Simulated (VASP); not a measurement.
Input of a VASP 6.6.1 run:

The input INCAR:

```
PREC = Accurate ; ENCUT = 520
EDIFF = 1E-7 ; ISMEAR = -1
SIGMA = 0.05 ; LREAL = False
LASPH = True ; NELM = 100
ALGO = Normal ; ISIF = 2
LWAVE = False ; LCHARG = False
GGA = RE ; IVDW = 13
NBANDS = 21
```

Contents of KPOINTS:

```
regular mesh
0
Gamma
  7 7 7
```

The input POSCAR:

```
Sn
1.0
    0.0000000000      3.2842800670      3.2842800670
    3.2842800670      0.0000000000      3.2842800670
    3.2842800670      3.2842800670      0.0000000000
Sn
2
Direct
    0.7500000000      0.7500000000      0.7500000000
    0.5000000000      0.5000000000      0.5000000000
```

Potentials or basis: VASP PAW PBE potentials, release 64 (Sn_d).

The run is started by

```bash
$ cat potpaw_PBE.64/Sn_d/POTCAR > POTCAR
$ mpirun -np 1 vasp_std > vasp.out
```

Task: Estimate the band gap on the k mesh.

Result: Zero (band 14 reaches 5.44 eV, above the bottom of band 15 at 5.36 eV).

Task: Predict the pressure.

Result: 0.0 GPa.

Task: What does it give for the dispersion energy per atom?

Result: -0.487 eV.

Caveat: the PAW data sets were made with another functional, which shifts forces and pressure a little; spin-orbit coupling is left out, which moves the levels of the heavy elements; pairwise dispersion overbinds metals, which lowers pressure and volume.
